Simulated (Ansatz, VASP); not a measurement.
## One calculation of Li3H8, two programs

INCAR

```
SYSTEM = Li3H8
PREC = Accurate
ENCUT = 520
EDIFF = 1E-6
ISMEAR = 0
SIGMA = 0.1
LREAL = .FALSE.
LASPH = .TRUE.
NELM = 100
ALGO = Normal
ISIF = 2
LWAVE = .FALSE.
LCHARG = .FALSE.
GGA = PE
NBANDS = 20
```

File KPOINTS:

```
regular mesh
0
G
  6 6 6
  0 0 0
```

POSCAR

```
Li3H8
1.0
    4.9857995200      0.0000000000      0.0000000000
   -2.4928997600      4.3178290400      0.0000000000
    0.0000000000      0.0000000000      3.6745594000
Li H
3 8
Direct
    0.5044729200      0.4955270800      0.6357918300
    0.5044729200      0.0089458400      0.6357918300
    0.9910541600      0.4955270800      0.6357918300
    0.7291661800      0.6802066800      0.4420514200
    0.3197933200      0.0489595000      0.4420514200
    0.9510405000      0.2708338200      0.4420514200
    0.3197933200      0.2708338200      0.4420514200
    0.9510405000      0.6802066800      0.4420514200
    0.7291661800      0.0489595000      0.4420514200
    0.3333333300      0.6666666700      0.1911907700
    0.3333333300      0.6666666700      0.5215656900
```

Input for Ansatz:

```yaml
crystal:
  lattice:
    - [4.98579952, 0.0, 0.0]
    - [-2.49289976, 4.31782904, 0.0]
    - [0.0, 0.0, 3.6745594]
  atoms:
    - { symbol: Li, position: [0.50447292, 0.49552708, 0.63579183] }
    - { symbol: Li, position: [0.50447292, 0.00894584, 0.63579183] }
    - { symbol: Li, position: [0.99105416, 0.49552708, 0.63579183] }
    - { symbol: H, position: [0.72916618, 0.68020668, 0.44205142] }
    - { symbol: H, position: [0.31979332, 0.0489595, 0.44205142] }
    - { symbol: H, position: [0.9510405, 0.27083382, 0.44205142] }
    - { symbol: H, position: [0.31979332, 0.27083382, 0.44205142] }
    - { symbol: H, position: [0.9510405, 0.68020668, 0.44205142] }
    - { symbol: H, position: [0.72916618, 0.0489595, 0.44205142] }
    - { symbol: H, position: [0.33333333, 0.66666667, 0.19119077] }
    - { symbol: H, position: [0.33333333, 0.66666667, 0.52156569] }
basis:
  ecutwfc: 420
kpoints:
  mp_grid: { grid: [6, 6, 6] }
hamiltonian:
  xc: pbe
scf:
  occupations: { method: gaussian, width: 0.1 }
  lower_state_search: "off"
output:
  forces: true
  stress: true
  eigenvalues: true
```

Alike in both runs: task single point; functional PBE; k mesh 6 × 6 × 6; occupations gaussian, width 0.1 eV; no spin polarisation.

|  | VASP | Ansatz |
| --- | --- | --- |
| version | VASP 6.6.1 | Ansatz 0.2.0 |
| potentials or method | VASP PAW PBE potentials, release 64 (Li_sv, H), cutoff 520 eV | scalar-relativistic, plane waves, PAW |
| valence electrons in the cell | 17 | 17 |

```csv
,VASP,Ansatz,Ansatz less VASP
gap on the k mesh at the Fermi level (eV),none,none,-
rms of the force components (eV/Å),2.640,2.593,-0.0467
```

Atom by atom the forces differ by 0.047 eV/Å (rms over components). A gap of «none» marks a metal or a gap that the smearing closes.

Noted on VASP's run: the cutoff is under 1.25 times that of the potentials, so the pressure is a little rough.
